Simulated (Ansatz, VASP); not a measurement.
**Li2Se in VASP and in Ansatz**

```
Se Li
1.0
     0.00000    2.98235    2.98235
     2.98235    0.00000    2.98235
     2.98235    2.98235    0.00000
Se Li
1 2
Cartesian
  0.0000 0.0000 0.0000
  4.4735 4.4735 4.4735
  1.4912 1.4912 1.4912
```

Alike in both runs: task single point; functional LDA; k mesh 7 × 7 × 7; occupations fermi-dirac, width 0.05 eV; no spin polarisation.

|  | VASP | Ansatz |
| --- | --- | --- |
| version | VASP 6.6.1 | Ansatz 0.2.0 |
| potentials or method | VASP PAW LDA potentials, release 64 (Se, Li_sv) | Ansatz PAW |
| plane-wave cutoff (eV) | 750 | 420 |
| valence electrons in the cell | 12 | 22 |

```tsv
	VASP	Ansatz	Ansatz less VASP
gap on the k mesh at the Fermi level (eV)	2.93	2.93	+0.004
least direct gap on the mesh (eV)	3.29	3.27	-0.017
pressure (GPa)	-2.0	-2.0	+0.02
```

LDA's correlation is that of Perdew and Zunger in VASP and of Perdew and Wang (1992) in Ansatz. VASP's potentials hold 12 valence electrons a cell and Ansatz's 22, so a difference there can come from the potentials and not from the codes.

Noted on Ansatz's run: odd divisions of the mesh miss points on the zone boundary, where band edges often lie, so the gap on the mesh can be too wide.
